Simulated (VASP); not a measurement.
Set up this calculation in VASP 6.6.1, as the native input.

```
Task                   : single point
Functional             : PBE
Potentials or basis    : VASP PAW PBE potentials, release 64 (Cd, S)
Cutoff                 : 500 eV
k mesh                 : 9 × 9 × 4
Occupations            : gaussian, width 0.02 eV
Spin                   : no spin polarisation
Dipole correction      : no
Further INCAR settings : ALGO = Normal; EDIFF = 1e-06; NBANDS = 26
```

The structure of CdS (kpbe) lies in POSCAR:

```
CdS
1.0
    4.1968170681      0.0000000000      0.0000000000
   -2.0984085341      3.6345501960      0.0000000000
    0.0000000000      0.0000000000      6.8297153325
Cd S
2 2
Direct
    0.6666666667      0.3333333333      0.5002270442
    0.3333333333      0.6666666667      0.0002270442
    0.6666666667      0.3333333333      0.8767729558
    0.3333333333      0.6666666667      0.3767729558
```

The input as run:

INCAR

```
SYSTEM = CdS
PREC = Accurate
ENCUT = 500
EDIFF = 1E-6
ISMEAR = 0
SIGMA = 0.02
LREAL = .False.
LASPH = .True.
NELM = 120
ALGO = Normal
ISIF = 2
LWAVE = .False.
LCHARG = .False.
GGA = PE
NBANDS = 26
GGA_COMPAT = .False.
```

KPOINTS

```
Automatic mesh
0
Gamma
  9 9 4
  0 0 0
```

Potentials or basis: VASP PAW PBE potentials, release 64 (Cd, S).

The run is started by

```sh
$ cat potpaw_PBE.64/Cd/POTCAR potpaw_PBE.64/S/POTCAR > POTCAR
$ mpirun -np 1 vasp_std > vasp.out
```

It gave:

```yaml
Pressure: 0.3 GPa
Band_gap_on_the_k_mesh: 1.11 eV, direct
```

Run time: 89 s on 1 thread of Intel Xeon 8259CL (shared host), peak memory 0.25 GiB.
